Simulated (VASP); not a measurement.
# SiC (F-43m) in VASP: vibrations by perturbation theory with PBE

Aim: the vibrations by perturbation theory of SiC with PBE.

Everything below comes from runs of VASP 6.6.1. Logs are shortened: lines on timing, memory, paths and dates and some standing lists are left out, and cuts for length are marked.

## (1) The cell of the first run

The structure is cubic, space group F-43m (No. 216). The conventional cell has a = 4.380 Å, b = 4.380 Å, c = 4.380 Å, α = 90.00°, β = 90.00°, γ = 90.00°. Within 2.5 Å of Si (site symmetry -43m) lie 4 C at 1.90 Å. Within 2.5 Å of C (site symmetry -43m) lie 4 Si at 1.90 Å.

## (2) Vibrations by perturbation theory, PBE

File INCAR:

```
SYSTEM = SiC
ALGO = Normal
EDIFF = 1E-8
ENCUT = 520
GGA = PE
IBRION = 8
ISIF = 2
ISMEAR = 0
LASPH = .TRUE.
LCHARG = .FALSE.
LREAL = .FALSE.
LWAVE = .FALSE.
NELM = 100
NSW = 1
PREC = Accurate
SIGMA = 0.05
```

File KPOINTS:

```
k-points
0
G
  10 10 6
  0 0 0
```

File POSCAR:

```
SiC
1.0
    0.0000000000     -2.1898271435     -2.1898271435
    0.0000000000      2.1898271435     -2.1898271435
    4.3796542871      0.0000000000      0.0000000000
Si C
2 2
Direct
    0.5000000000      0.5000000000      0.5000000000
    0.0000000000      0.0000000000      0.0000000000
    1.0000000000      0.5000000000      0.2500000000
    0.5000000000      0.0000000000      0.7500000000
```

Potentials or basis: VASP PAW PBE potentials, release 64 (Si, C).

Command:

```console
$ cat potpaw_PBE.64/Si/POTCAR potpaw_PBE.64/C/POTCAR > POTCAR
$ mpirun -np 1 vasp_std > vasp.out
```

OUTCAR:

```text
SYSTEM = SiC
   EDIFF = 1E-8
   ENCUT = 520
   GGA = PE
   IBRION = 8
   ISIF = 2
   ISMEAR = 0
   LASPH = .TRUE.
   LREAL = .FALSE.
   NELM = 100
   NSW = 1
   PREC = Accurate

 ion  position               nearest neighbor table
   1  0.500  0.500  0.500-   3 1.90   4 1.90   4 1.90   3 1.90   2 3.10   2 3.10   2 3.10   2 3.10
                             2 3.10   2 3.10   2 3.10   2 3.10
   2  0.000  0.000  0.000-   3 1.90   4 1.90   3 1.90   4 1.90   1 3.10   1 3.10   1 3.10   1 3.10
                             1 3.10   1 3.10   1 3.10   1 3.10
   3  0.000  0.500  0.250-   1 1.90   2 1.90   2 1.90   1 1.90
   4  0.500  0.000  0.750-   1 1.90   2 1.90   1 1.90   2 1.90

  LATTYP: Found a simple tetragonal cell.
 ALAT       =     3.0968832456
 C/A-ratio  =     1.4142135624

  Lattice vectors:

 A1 = (   0.0000000000,  -2.1898271435,  -2.1898271435)
 A2 = (   0.0000000000,   2.1898271435,  -2.1898271435)
 A3 = (   4.3796542871,   0.0000000000,   0.0000000000)

Analysis of symmetry for initial positions (statically):
=====================================================================
 Subroutine PRICEL returns following result:

  LATTYP: Found a face centered cubic cell.
 ALAT       =     4.3796542870

  Lattice vectors:

 A1 = (  -2.1898271435,   0.0000000000,   2.1898271435)
 A2 = (  -2.1898271436,  -2.1898271435,   0.0000000000)
 A3 = (   0.0000000000,  -2.1898271435,   2.1898271435)

   2 primitive cells build up your supercell.

 Routine SETGRP: Setting up the symmetry group for a
 simple tetragonal supercell.

 Subroutine GETGRP returns: Found  8 space group operations
 (whereof  8 operations were pure point group operations)
[... 572 lines left out ...]
    total drift:                               -0.000000      0.000000     -0.000000

  FREE ENERGIE OF THE ION-ELECTRON SYSTEM (eV)
  ---------------------------------------------------
  free  energy   TOTEN  =       -30.1218632637 eV

  energy  without entropy=      -30.1218632637  energy(sigma->0) =      -30.12186326

[... ionic steps 2 to 9 ...]

--------------------------------------- Ionic step       10  -------------------------------------------

------------------------ aborting loop because EDIFF is reached ----------------------------------------

--------------------------------------- Ionic step       11  -------------------------------------------

 Free energy of the ion-electron system (eV)
  ---------------------------------------------------
  ---------------------------------------------------
  free energy    TOTEN  =        -0.12630281 eV

  energy without entropy =       -0.12630281

------------------------ aborting loop because EDIFF is reached ----------------------------------------

 INTERNAL STRAIN TENSOR  FOR ION    3  DIRECTION 2   (eV/Angst):
 -----------------------------------------------------------------------------
     0.00365  0.00000  7.60934
     0.00000 -0.01385  0.00000
     7.41234  0.00000  0.00801

 INTERNAL STRAIN TENSOR FOR ION    4 for displacements in x,y,z  (eV/Angst):
          X           Y           Z          XY          YZ          ZX
  --------------------------------------------------------------------------------
  x     0.00000     0.00000     0.00000     0.00000     7.55880     0.00000
  y     0.00000     0.00000     0.00000     0.00000     0.00000     7.60934
  z     0.00000     0.00000     0.00000     7.41234     0.00000     0.00000

 SECOND DERIVATIVES (NOT SYMMETRIZED)
 ------------------------------------
               1X          1Y          1Z          2X          2Y          2Z          3X          3Y          3Z          4X          4Y          4Z
  1X   -29.372651    0.000000    0.000000   10.803629    0.000000    0.000000    9.284511   -0.000000   -0.000000    9.284511   -0.000000   -0.000000
  1Y     0.000000  -19.416664    0.000000    0.000000    0.802901    0.000000   -0.000000    9.306882    5.151086    0.000000    9.306882   -5.151086
  1Z     0.000000    0.000000  -19.416664    0.000000    0.000000    0.802901   -0.000000    5.151086    9.306882    0.000000   -5.151086    9.306882
  2X    10.803629    0.000000    0.000000  -29.372651    0.000000    0.000000    9.284511   -0.000000   -0.000000    9.284511   -0.000000   -0.000000
  2Y     0.000000    0.802901    0.000000    0.000000  -19.416664    0.000000    0.000000    9.306882   -5.151086   -0.000000    9.306882    5.151086
  2Z     0.000000    0.000000    0.802901    0.000000    0.000000  -19.416664    0.000000   -5.151086    9.306882   -0.000000    5.151086    9.306882
  3X     9.285740    0.000000    0.000000    9.285740    0.000000    0.000000  -23.537770   -0.000000    0.000000    4.966289   -0.000000    0.000000
  3Y    -0.000000    9.307177    5.162139    0.000000    9.307177   -5.162139    0.000000  -20.025713    0.000000    0.000000    1.411358    0.000000
  3Z    -0.000000    5.162139    9.307177    0.000000   -5.162139    9.307177    0.000000    0.000000  -20.025713    0.000000    0.000000    1.411358
  4X     9.285740    0.000000    0.000000    9.285740    0.000000    0.000000    4.966289   -0.000000    0.000000  -23.537770   -0.000000    0.000000
  4Y     0.000000    9.307177   -5.162139   -0.000000    9.307177    5.162139    0.000000    1.411358    0.000000    0.000000  -20.025713    0.000000
  4Z     0.000000   -5.162139    9.307177   -0.000000    5.162139    9.307177    0.000000    0.000000    1.411358    0.000000    0.000000  -20.025713

 Eigenvectors and eigenvalues of the dynamical matrix
 ----------------------------------------------------

   1 f  =   24.083217 THz   151.319315 2PiTHz  803.329648 cm-1    99.600138 meV
             X         Y         Z           dx          dy          dz
      2.189827  0.000000 -2.189827     0.000000    0.000000   -0.000000
      0.000000  0.000000  0.000000     0.000000    0.000000    0.000000
      1.094914  1.094914 -1.094914    -0.707107   -0.000000    0.000000
      3.284741 -1.094914 -1.094914     0.707107   -0.000000    0.000000
[... 71 lines left out ...]
  12 f/i=    0.000704 THz     0.004426 2PiTHz    0.023497 cm-1     0.002913 meV
             X         Y         Z           dx          dy          dz
      2.189827  0.000000 -2.189827     0.591807    0.000000    0.000000
      0.000000  0.000000  0.000000     0.591807    0.000000    0.000000
      1.094914  1.094914 -1.094914     0.386994    0.000000    0.000000
      3.284741 -1.094914 -1.094914     0.386994    0.000000    0.000000

--------------------------------------------------------------------------------------------------------

 ELASTIC MODULI CONTR FROM IONIC RELAXATION (kBar)
 Direction    XX          YY          ZZ          XY          YZ          ZX
 --------------------------------------------------------------------------------
 XX           0.0000      0.0000      0.0000      0.0000      0.0000      0.0000
 YY           0.0000      0.0000      0.0000      0.0000      0.0000      0.0000
 ZZ           0.0000      0.0000      0.0000      0.0000      0.0000      0.0000
 XY           0.0000      0.0000      0.0000   -222.9680      0.0000      0.0000
 YZ           0.0000      0.0000      0.0000      0.0000   -236.9943      0.0000
 ZX           0.0000      0.0000      0.0000      0.0000      0.0000   -212.1375
 --------------------------------------------------------------------------------
```

stdout:

```text
POSCAR found type information on POSCAR SiC
 POSCAR found :  2 types and       4 ions
 scaLAPACK will be used
 LDA part: xc-table for (Slater+PW92), standard interpolation
 POSCAR, INCAR and KPOINTS ok, starting setup
 FFT: planning ... GRIDC
 FFT: planning ... GRID_SOFT
 FFT: planning ... GRID
 WAVECAR not read
 entering main loop
 Linear response reoptimize wavefunctions to high precision
 Linear response DOF=           4
 Linear response progress:
 first order change of Fermi-energy   0.61226E-03
 force on displaced ion       1 direction 1 : -29.373  -0.000  -0.000
 Linear response progress:
 first order change of Fermi-energy   0.17679E-01
 force on displaced ion       1 direction 2 :   0.000 -19.417   0.000
 Linear response progress:
 first order change of Fermi-energy  -0.24541E-03
 force on displaced ion       3 direction 1 : -23.538   0.000   0.000
 Linear response progress:
 first order change of Fermi-energy   0.98829E-02
 force on displaced ion       3 direction 2 :   0.000 -20.026   0.000
 Linear response finished
```

Run time: 3.2 min. Hardware: 1 thread of Intel Xeon Platinum 8559C (Emerald Rapids), shared host; peak memory 0.42 GiB.

Results:

| Quantity | Value |
| --- | --- |
| Highest phonon frequency at Γ, LO-TO splitting left out | 803 cm⁻¹ |

Phonon frequencies in cm⁻¹ (negative: imaginary):
```
              q point                                frequencies
(0.000, 0.000, 0.000)  0 0 0 361 361 624 742 742 775 776 776 803
```
